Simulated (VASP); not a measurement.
# KTa6 in VASP: further runs, part 2 of 2

VASP 6.6.1. Earlier steps stand in the parts before.

### 3 Relaxation of the atoms, PBEsol

INCAR reads:

```
PREC = Accurate
ENCUT = 520
EDIFF = 1E-6
ISMEAR = 0
SIGMA = 0.1
LREAL = F
LASPH = T
NELM = 100
ALGO = Normal
ISIF = 2
LWAVE = F
LCHARG = F
LDIPOL = T
IDIPOL = 3
DIPOL = 0.5 0.5 0.354
GGA = PS
IBRION = 2
NSW = 36
EDIFFG = -0.025
KPAR = 4
```

KPOINTS reads:

```
regular mesh
0
Gamma
  6 6 1
```

POSCAR reads:

```
KTa6
1.0
    4.6392671641      0.0000000000      0.0000000000
   -2.3196335820      4.0177232190      0.0000000000
    0.0000000000      0.0000000000     19.9438808521
Ta K
6 1
Selective dynamics
Direct
    0.6666666667      0.3333333333      0.2005627706  F F F
    0.3333333333      0.6666666667      0.2480453269  F F F
    0.0000000000      0.0000000000      0.2955278831  F F F
    0.6666666667      0.3333333333      0.3400187729  F F F
    0.3333333333      0.6666666667      0.3814681516  F F F
    0.0000000000      0.0000000000      0.4233820346  F F F
    0.2222222222      0.1111111111      0.5862461490  F F T
```

Potentials or basis: VASP PAW PBE potentials, release 64 (Ta_pv, K_sv).

Command:

```console
> cat potpaw_PBE.64/Ta_pv/POTCAR potpaw_PBE.64/K_sv/POTCAR > POTCAR
> mpirun -np 4 vasp_std > vasp.out
```

OUTCAR:

```text
PREC = Accurate
   ENCUT = 520
   EDIFF = 1E-6
   ISMEAR = 0
   LREAL = F
   LASPH = T
   NELM = 100
   ISIF = 2
   GGA = PS
   IBRION = 2
   NSW = 36
   EDIFFG = -0.025

 ion  position               nearest neighbor table
   1  0.667  0.333  0.201-   4 2.78   2 2.84   2 2.84   2 2.84   3 3.28   3 3.28   3 3.28
   2  0.333  0.667  0.248-   5 2.66   3 2.84   3 2.84   3 2.84   1 2.84   1 2.84   1 2.84   4 3.25
                             4 3.25   4 3.25
   3  0.000  0.000  0.296-   6 2.55   4 2.82   4 2.82   4 2.82   2 2.84   2 2.84   2 2.84   5 3.18
                             5 3.18   5 3.18   1 3.28   1 3.28   1 3.28
   4  0.667  0.333  0.340-   1 2.78   5 2.80   5 2.80   5 2.80   3 2.82   3 2.82   3 2.82   6 3.15
                             6 3.15   6 3.15   2 3.25   2 3.25   2 3.25
   5  0.333  0.667  0.381-   2 2.66   4 2.80   4 2.80   4 2.80   6 2.81   6 2.81   6 2.81   3 3.18
                             3 3.18   3 3.18
   6  0.000  0.000  0.423-   3 2.55   5 2.81   5 2.81   5 2.81   4 3.15   4 3.15   4 3.15   7 3.37

   7  0.222  0.111  0.586-   6 3.37

  LATTYP: Found a hexagonal cell.
 ALAT       =     4.6392671641
 C/A-ratio  =     4.2989291512

[... 210 lines left out ...]
      4     -34.3220      2.00000
      5     -34.1429      2.00000
      6     -34.1416      2.00000
[... 613 lines left out ...]
     44       1.5173      0.00000
     45       1.5447      0.00000

------------------------ aborting loop because EDIFF is reached ----------------------------------------

 vacuum level on the upper side and lower side of the slab       (xc-potential included)        -1.408        -0.097

  FORCE on cell =-STRESS in cart. coord.  units (eV):
  Direction    XX          YY          ZZ          XY          YZ          ZX
  --------------------------------------------------------------------------------------
  -------------------------------------------------------------------------------------
  Total       -5.0881943     -5.2458473     -3.5557704      0.1365315      0.3529776      0.6113752
  in kB      -21.9298269    -22.6093021    -15.3251674      0.5884428      1.5213134      2.6349920
  external PRESSURE =     -19.9547655 kB  Pullay stress =       0.0000000 kB

 VOLUME and BASIS-vectors are now :
 -----------------------------------------------------------------------------
  energy-cutoff  :      520.00
  volume of cell :      371.74
      direct lattice vectors                 reciprocal lattice vectors
     4.639267164  0.000000000  0.000000000     0.215551285  0.124448593  0.000000000
    -2.319633582  4.017723219  0.000000000     0.000000000  0.248897185  0.000000000
     0.000000000  0.000000000 19.943880852     0.000000000  0.000000000  0.050140693

 POSITION                                       TOTAL-FORCE (eV/Angst)
 -----------------------------------------------------------------------------------
      2.31963      1.33924      4.00000         0.006681      0.003857      1.810030
     -0.00000      2.67848      4.94699        -0.000119     -0.000068     -0.046098
      0.00000      0.00000      5.89397        -0.010234     -0.005909     -1.814227
      2.31963      1.33924      6.78129         0.006447      0.003722      0.065590
     -0.00000      2.67848      7.60796        -0.000562     -0.000324      0.261481
      0.00000      0.00000      8.44388        -0.194443     -0.112262     -0.292040
      0.77321      0.44641     11.69202         0.192230      0.110984      0.015264
 -----------------------------------------------------------------------------------
    total drift:                                0.000078      0.000045     -0.000101

  FREE ENERGIE OF THE ION-ELECTRON SYSTEM (eV)
  ---------------------------------------------------
  free  energy   TOTEN  =       -69.4222255467 eV

  energy  without entropy=      -69.3831816114  energy(sigma->0) =      -69.40270358

 reached required accuracy - stopping structural energy minimisation

 vacuum level on the upper side and lower side of the slab         1.551         2.894
```

CONTCAR:

```text
KTa6
   1.00000000000000
     4.6392671640999996    0.0000000000000000    0.0000000000000000
    -2.3196335819999998    4.0177232189999996    0.0000000000000000
     0.0000000000000000    0.0000000000000000   19.9438808521000013
  Ta              K
     6     1
Selective dynamics
Direct
     0.6666666667000030    0.3333333332999970    0.2005627706000013   F   F   F
     0.3333333332999970    0.6666666667000030    0.2480453268999980   F   F   F
     0.0000000000000000    0.0000000000000000    0.2955278831000001   F   F   F
     0.6666666667000030    0.3333333332999970    0.3400187729000024   F   F   F
     0.3333333332999970    0.6666666667000030    0.3814681516000036   F   F   F
     0.0000000000000000    0.0000000000000000    0.4233820346000030   F   F   F
     0.2222222222000028    0.1111111111000014    0.5862461489999973   F   F   T

  0.00000000E+00  0.00000000E+00  0.00000000E+00
  0.00000000E+00  0.00000000E+00  0.00000000E+00
  0.00000000E+00  0.00000000E+00  0.00000000E+00
  0.00000000E+00  0.00000000E+00  0.00000000E+00
  0.00000000E+00  0.00000000E+00  0.00000000E+00
  0.00000000E+00  0.00000000E+00  0.00000000E+00
  0.00000000E+00  0.00000000E+00  0.00000000E+00
```

Run time: 91 s. Hardware: 4 MPI ranks of Intel Xeon 6975P-C (Granite Rapids), shared host; peak memory 0.57 GiB.

Results:

```yaml
Free_energy: -69.4222 eV
Band_gap_on_the_k_mesh: zero (an odd number of electrons rules out a gap without spin polarisation)
```

Final structure:
```xyz
7
Lattice="4.6393 0.0000 0.0000 -2.3196 4.0177 0.0000 0.0000 0.0000 19.9439" Properties=species:S:1:pos:R:3 pbc="T T T"
Ta    2.3196    1.3392    4.0000
Ta    0.0000    2.6785    4.9470
Ta    0.0000    0.0000    5.8940
Ta    2.3196    1.3392    6.7813
Ta    0.0000    2.6785    7.6080
Ta    0.0000    0.0000    8.4439
K     0.7732    0.4464   11.6920
```

Levels at points of the mesh, in eV from the Fermi level:
```
           k point  band 36  band 37  band 38  band 39  band 40  band 41
(0.00, 0.00, 0.00)    -0.93    -0.38    -0.38     0.06     0.17     0.25
(0.50, 0.00, 0.00)    -0.67    -0.28    -0.01     0.12     0.84     1.10
(0.00, 0.50, 0.00)    -0.66    -0.27    -0.01     0.12     0.85     1.07
```

Caveat: the relaxation stopped at its first step, so nothing moved; the PAW data sets were made with another functional, which shifts forces and pressure a little; spin-orbit coupling is left out, which moves the levels of the heavy elements.

### 4 Relaxation of the atoms, PBEsol

INCAR reads:

```
  PREC = Accurate
  ENCUT = 520
  EDIFF = 1E-6
  ISMEAR = 0
  SIGMA = 0.1
  LREAL = False
  LASPH = True
  NELM = 80
  ALGO = Normal
  ISIF = 2
  LWAVE = False
  LCHARG = False
  LDIPOL = True
  IDIPOL = 3
  DIPOL = 0.5 0.5 0.348
  GGA = PS
  IBRION = 2
  NSW = 36
  EDIFFG = -0.025
  KPAR = 4
```

KPOINTS reads:

```
Automatic mesh
0
Gamma
  6 6 1
```

Changes to POSCAR since step 3:

```diff
@@ -15,2 +15,2 @@
     0.0000000000      0.0000000000      0.4233820346  F F F
-    0.2222222222      0.1111111111      0.5862461490  F F T
+    0.8888888889      0.4444444444      0.5463897051  F F T
```

Potentials or basis: VASP PAW PBE potentials, release 64 (Ta_pv, K_sv).

Command:

```console
> cat potpaw_PBE.64/Ta_pv/POTCAR potpaw_PBE.64/K_sv/POTCAR > POTCAR
> mpirun -np 4 vasp_std > vasp.out
```

OUTCAR:

```text
PREC = Accurate
   ENCUT = 520
   EDIFF = 1E-6
   ISMEAR = 0
   LREAL = False
   LASPH = True
   NELM = 80
   ISIF = 2
   GGA = PS
   IBRION = 2
   NSW = 36
   EDIFFG = -0.025

 ion  position               nearest neighbor table
   1  0.667  0.333  0.201-   4 2.78   2 2.84   2 2.84   2 2.84   3 3.28   3 3.28   3 3.28
   2  0.333  0.667  0.248-   5 2.66   3 2.84   3 2.84   3 2.84   1 2.84   1 2.84   1 2.84   4 3.25
                             4 3.25   4 3.25
   3  0.000  0.000  0.296-   6 2.55   4 2.82   4 2.82   4 2.82   2 2.84   2 2.84   2 2.84   5 3.18
                             5 3.18   5 3.18   1 3.28   1 3.28   1 3.28
   4  0.667  0.333  0.340-   1 2.78   5 2.80   5 2.80   5 2.80   3 2.82   3 2.82   3 2.82   6 3.15
                             6 3.15   6 3.15   2 3.25   2 3.25   2 3.25
   5  0.333  0.667  0.381-   2 2.66   4 2.80   4 2.80   4 2.80   6 2.81   6 2.81   6 2.81   3 3.18
                             3 3.18   3 3.18
   6  0.000  0.000  0.423-   3 2.55   5 2.81   5 2.81   5 2.81   4 3.15   4 3.15   4 3.15   7 3.41
                             7 3.41
   7  0.889  0.444  0.546-   6 3.41   6 3.41

  LATTYP: Found a hexagonal cell.
 ALAT       =     4.6392671641
 C/A-ratio  =     4.2989291512

  Lattice vectors:

 A1 = (   4.6392671641,   0.0000000000,   0.0000000000)
 A2 = (  -2.3196335820,   4.0177232190,   0.0000000000)
[... 201 lines left out ...]
  in kB      -19.8364881    -16.9851648    -14.2502980     -2.4693184     -1.3625422     -2.3599919
  external PRESSURE =     -17.0239837 kB  Pullay stress =       0.0000000 kB
[... 151 lines left out ...]
--------------------------------------- Ionic step        5  -------------------------------------------

 number of electron      75.0000005 magnetization

 dipolmoment           0.000000      0.000000     -0.159911 electrons x Angstroem

 Free energy of the ion-electron system (eV)
  ---------------------------------------------------
  ext. energy  EPLUGINS =         0.00000000
  ---------------------------------------------------
  free energy    TOTEN  =       -69.84511727 eV

  energy without entropy =      -69.80904556  energy(sigma->0) =      -69.82708142

 E-fermi :   0.1449     XC(G=0):  -5.6709

 val. band max:        0.1156674369   @ k =   0.0000   0.5000   0.0000
 cond. band min:       0.1844942245   @ k =   0.3333  -0.0000   0.0000
 fundamental gap:      0.0688267876
 Fermi energy:         0.1449192785

 k-point     1 :       0.0000    0.0000    0.0000
  band No.  band energies     occupation
      1     -34.5926      2.00000
      2     -34.3828      2.00000
      3     -34.2832      2.00000
      4     -34.2823      2.00000
      5     -34.0961      2.00000
      6     -34.0957      2.00000
[... 613 lines left out ...]
     44       1.5249      0.00000
     45       1.5827      0.00000

------------------------ aborting loop because EDIFF is reached ----------------------------------------

 vacuum level on the upper side and lower side of the slab       (xc-potential included)        -1.390         0.257

  FORCE on cell =-STRESS in cart. coord.  units (eV):
  Direction    XX          YY          ZZ          XY          YZ          ZX
  --------------------------------------------------------------------------------------
  -------------------------------------------------------------------------------------
  Total       -4.6919789     -4.1050175     -3.5492810     -0.5083235     -0.2760121     -0.4780668
  in kB      -20.2221609    -17.6923907    -15.2971985     -2.1908453     -1.1895962     -2.0604406
  external PRESSURE =     -17.7372500 kB  Pullay stress =       0.0000000 kB
[... 22 lines left out ...]
  FREE ENERGIE OF THE ION-ELECTRON SYSTEM (eV)
  ---------------------------------------------------
  free  energy   TOTEN  =       -69.8451172724 eV

  energy  without entropy=      -69.8090455584  energy(sigma->0) =      -69.82708142

 reached required accuracy - stopping structural energy minimisation

 vacuum level on the upper side and lower side of the slab         1.432         3.125
```

CONTCAR:

```text
KTa6
   1.00000000000000
     4.6392671640999996    0.0000000000000000    0.0000000000000000
    -2.3196335819999998    4.0177232189999996    0.0000000000000000
     0.0000000000000000    0.0000000000000000   19.9438808521000013
  Ta              K
     6     1
Selective dynamics
Direct
     0.6666666667000030    0.3333333332999970    0.2005627706000013   F   F   F
     0.3333333332999970    0.6666666667000030    0.2480453268999980   F   F   F
     0.0000000000000000    0.0000000000000000    0.2955278831000001   F   F   F
     0.6666666667000030    0.3333333332999970    0.3400187729000024   F   F   F
     0.3333333332999970    0.6666666667000030    0.3814681516000036   F   F   F
     0.0000000000000000    0.0000000000000000    0.4233820346000030   F   F   F
     0.8888888888999986    0.4444444443999984    0.5505479163539511   F   F   T

  0.00000000E+00  0.00000000E+00  0.00000000E+00
  0.00000000E+00  0.00000000E+00  0.00000000E+00
  0.00000000E+00  0.00000000E+00  0.00000000E+00
  0.00000000E+00  0.00000000E+00  0.00000000E+00
  0.00000000E+00  0.00000000E+00  0.00000000E+00
  0.00000000E+00  0.00000000E+00  0.00000000E+00
  0.00000000E+00  0.00000000E+00  0.00000000E+00
```

Wall time 8.6 min (4 MPI ranks of AMD EPYC 7R43 (Zen 3), shared host); peak memory 0.55 GiB.

Results:

* Free energy: -69.8451 eV
* Energy gained by relaxing: 0.3 meV/atom
* Ionic steps: 5
* Band gap on the k mesh: zero (an odd number of electrons rules out a gap without spin polarisation)

Step by step:
| step | energy change (eV) | largest force on free atoms (eV/Å) | pressure (GPa) |
| --- | --- | --- | --- |
| 1 | 0.0000 | 0.0781 | -1.70 |
| 2 | -0.0003 | 0.0738 | -1.71 |
| 3 | -0.0010 | 0.0579 | -1.72 |
| 4 | -0.0020 | 0.0301 | -1.73 |
| 5 | -0.0021 | 0.0238 | -1.77 |

Final structure:
```
Ta K
1.0
     4.63927    0.00000    0.00000
    -2.31963    4.01772    0.00000
     0.00000    0.00000   19.94388
Ta K
6 1
Direct
  0.66667 0.33333 0.20056
  0.33333 0.66667 0.24805
  0.00000 0.00000 0.29553
  0.66667 0.33333 0.34002
  0.33333 0.66667 0.38147
  0.00000 0.00000 0.42338
  0.88889 0.44444 0.55055
```

Caveat: the PAW data sets were made with another functional, which shifts forces and pressure a little; spin-orbit coupling is left out, which moves the levels of the heavy elements.

### 5 Summary

| cell | gap on the mesh (eV) |
| --- | --- |
| atoms relaxed, atomic positions A | none |
| atoms relaxed, atomic positions B | none |
| atoms relaxed, atomic positions C | none |

Alike in all rows: task relaxation of the atoms; level PBEsol; potentials or basis VASP PAW PBE potentials, release 64 (Ta_pv, K_sv); no spin polarisation; k mesh 6 × 6 × 1; cutoff (eV) 520; smearing gaussian 0.1 eV.

Caveats: the PAW data sets were made with another functional, which shifts forces and pressure a little; spin-orbit coupling is left out, which moves the levels of the heavy elements; the relaxation stopped at its first step, so nothing moved (at least some runs).

Total energies depend on the potentials used, so only differences within one code and one set of settings carry meaning.

The gap in the log of VASP goes by the Fermi energy; the results here count the filled bands.